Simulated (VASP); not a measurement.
# V: single point with PBE

V:

```xyz
2
Lattice="0.0000 2.7335 2.7335 2.7335 0.0000 2.7335 2.7335 2.7335 0.0000" Properties=species:S:1:pos:R:3 pbc="T T T"
V     0.0000    0.0000    0.0000
V     1.3667    1.3667    1.3667
```

| Item | Value |
| --- | --- |
| Program | VASP 6.6.1 |
| Task | single point |
| Functional | PBE |
| Potentials or basis | VASP PAW PBE potentials, release 64 (V_sv) |
| Cutoff | 520 eV |
| k mesh | 10 × 10 × 10 |
| Occupations | fermi-dirac, width 0.08 eV |
| Spin | collinear spin, ferromagnetic start |
| Starting moments | [1.5, 1.5] μB |
| Dipole correction | no |
| Further INCAR settings | ALGO = Normal; EDIFF = 1e-06; NBANDS = 24 |

```yaml
Pressure: 0.3 GPa
Net_moment: 3.75 μB per cell
Site_moments: V +1.70 μB
Valence_electrons_inside_the_program's_atomic_spheres: V 11.66
```

Levels at points of the mesh, in eV from the Fermi level:
Spin up:
| k point | band 11 | band 12 | band 13 | band 14 | band 15 | band 16 | band 17 | band 18 | band 19 | band 20 |
| --- | --- | --- | --- | --- | --- | --- | --- | --- | --- | --- |
| (0.00, 0.00, 0.00) | -1.60 | -1.52 | -1.52 | -1.52 | 0.53 | 0.53 | 0.53 | 2.62 | 2.62 | 11.92 |
| (0.50, 0.00, 0.00) | -1.52 | -1.52 | -1.51 | -1.51 | -0.68 | 1.35 | 1.35 | 2.08 | 2.08 | 3.09 |
| (0.50, 0.50, 0.00) | -1.44 | -1.44 | -0.85 | -0.85 | 0.46 | 0.46 | 2.24 | 2.24 | 3.35 | 3.35 |
Spin down:
```
           k point  band 9  band 10  band 11  band 12  band 13  band 14
(0.00, 0.00, 0.00)   -4.73    -0.51    -0.51     0.28     0.28     0.28
(0.50, 0.00, 0.00)   -1.46    -1.19    -0.46    -0.46     0.28     0.28
(0.50, 0.50, 0.00)   -1.61    -1.61     0.41     0.41     0.67     0.67
```

Run time: 49 s on 1 thread of Intel(R) Xeon(R) 6975P-C (Granite Rapids), on a shared host, peak memory 0.22 GiB.
